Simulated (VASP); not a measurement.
Runs of VASP 6.6.1 on TlPdCl3. The structure is that of space group Pm-3m (No. 221), or close to it. The cells are those of the table. 

| task | level | potentials or basis | spin | cell | k mesh | k mesh for the DOS | occupations for the DOS | gap on the mesh (eV) | pressure (GPa) | moment (μB) |
| --- | --- | --- | --- | --- | --- | --- | --- | --- | --- | --- |
| single point | PBE | VASP PAW PBE potentials, release 64 (Tl_d, Pd, Cl) | collinear, ferromagnetic start | a = 4.798 Å, 5 atoms | 4 × 4 × 4 | - | - | none | (b) | 0.52 |
| single point | PBE | VASP PAW PBE potentials, release 64 (Tl_d, Pd, Cl) | off | a = 4.976 Å, 5 atoms | 8 × 8 × 8 | - | - | none | -0.1 | - |
| single point | PBE | VASP PAW PBE potentials, release 64 (Tl_d, Pd, Cl) | collinear, ferromagnetic start | a = 4.976 Å, 5 atoms | 4 × 4 × 4 | - | - | none | (a) | 0.53 |
| single point | r2SCAN | VASP PAW PBE potentials, release 64 (Tl_d, Pd, Cl) | off | a = 4.976 Å, 5 atoms | 8 × 8 × 8 | - | - | none | -1.6 | - |

Alike in all rows: cutoff (eV) 520; smearing gaussian 0.1 eV.

Estimate the missing entries.

(a) 0.2; (b) 6.4.

Caveats: spin-orbit coupling is left out, which moves the levels of the heavy elements; the PAW data sets were made with another functional, which shifts forces and pressure a little (some runs).

A k mesh can miss the band edges, and the runs leave out spin-orbit coupling on Pd, Tl.

A gap of «none» marks levels without a gap at the run's occupations.
